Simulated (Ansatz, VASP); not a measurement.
# RbHg in VASP and in Ansatz

Contents of INCAR:

```
SYSTEM = RbHg
PREC = Accurate
ENCUT = 600
EDIFF = 1E-6
ISMEAR = 0
SIGMA = 0.1
LREAL = .False.
LASPH = .True.
NELM = 60
ALGO = Fast
ISIF = 3
LWAVE = .False.
LCHARG = .False.
GGA = PE
IBRION = 2
NSW = 100
EDIFFG = -0.01
```

Contents of KPOINTS:

```
regular mesh
0
Gamma
  12 12 12
  0 0 0
```

File POSCAR:

```
RbHg
1.0
    0.0000000000      4.1181421927      4.1181421927
    4.1181421927      0.0000000000      4.1181421927
    4.1181421927      4.1181421927      0.0000000000
Rb Hg
1 1
Direct
    0.2500000000      0.2500000000      0.2500000000
    0.0000000000      0.0000000000      0.0000000000
```

Input for Ansatz:

```yaml
crystal:
  lattice:
    - [0.0, 4.1181421927, 4.1181421927]
    - [4.1181421927, 0.0, 4.1181421927]
    - [4.1181421927, 4.1181421927, 0.0]
  atoms:
    - { symbol: Rb, position: [0.25, 0.25, 0.25] }
    - { symbol: Hg, position: [0.0, 0.0, 0.0] }
basis:
  ecutwfc: 420
kpoints:
  mp_grid: { grid: [12, 12, 12] }
hamiltonian:
  xc: pbe
scf:
  occupations: { method: gaussian, width: 0.1 }
output:
  forces: true
  stress: true
  eigenvalues: true
relax:
  adjacent_minimum: "off"
  f_tol: 0.01
  max_steps: 80
  cell: { stress_tol: 0.05 }
```

Change from the starting cell: species swapped into the GaP type (F-43m, No. 216).

Alike in both runs: task relaxation of cell and atoms; functional PBE; k mesh 12 × 12 × 12; occupations gaussian, width 0.1 eV; no spin polarisation.

|  | VASP | Ansatz |
| --- | --- | --- |
| version | VASP 6.6.1 | Ansatz 0.2.0 |
| potentials or method | VASP PAW PBE potentials, release 64 (Rb_sv, Hg), cutoff 600 eV | scalar-relativistic, plane waves, PAW |
| valence electrons in the cell | 21 | 29 |

|  | VASP | Ansatz | Ansatz less VASP |
| --- | --- | --- | --- |
| gap on the k mesh at the Fermi level, each at its own relaxed structure (eV) | none | none | - |
| relaxed volume (Å³/atom) | 73.23 | 72.89 | -0.346 |
| relaxed cell length with the largest relative difference (Å) | 5.917 | 5.907 | -0.0093 |

A gap of «none» marks a metal or a gap that the smearing closes. VASP's potentials hold 21 valence electrons a cell and Ansatz's 29, so a difference there can come from the potentials and not from the codes.

Neither program's run includes spin-orbit coupling.
